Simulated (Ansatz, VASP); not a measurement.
# Two plane-wave programs on Ta

```
CELL_PARAMETERS angstrom
2.90037 0.00000 0.00000
-1.45019 2.51180 0.00000
0.00000 0.00000 5.16627
ATOMIC_POSITIONS crystal
Ta 0.33333 0.66667 0.25000
Ta 0.66667 0.33333 0.75000
```

Alike in both runs: functional PBEsol; k mesh 11 × 11 × 5; occupations fermi-dirac, width 0.05 eV; non-collinear spin, spin-orbit coupling.

|  | VASP | Ansatz |
| --- | --- | --- |
| version | VASP 6.6.1 | Ansatz 0.2.0 |
| potentials or method | VASP PAW PBE potentials, release 64 (Ta_sv_GW) | Ansatz PAW |
| plane-wave cutoff (eV) | 500 | 420 |
| valence electrons in the cell | 26 | 26 |
| task | single point | band structure |

|  | VASP | Ansatz | Ansatz less VASP |
| --- | --- | --- | --- |
| pressure (GPa) | -8.7 | -7.5 | +1.24 |
| traceless stress, the component that is largest in VASP (GPa) | 0.85 | 0.54 | -0.303 |

VASP's potentials were made for PBE, not for PBEsol. The functional is the same, so the differences come from potentials, cutoffs and numerics.
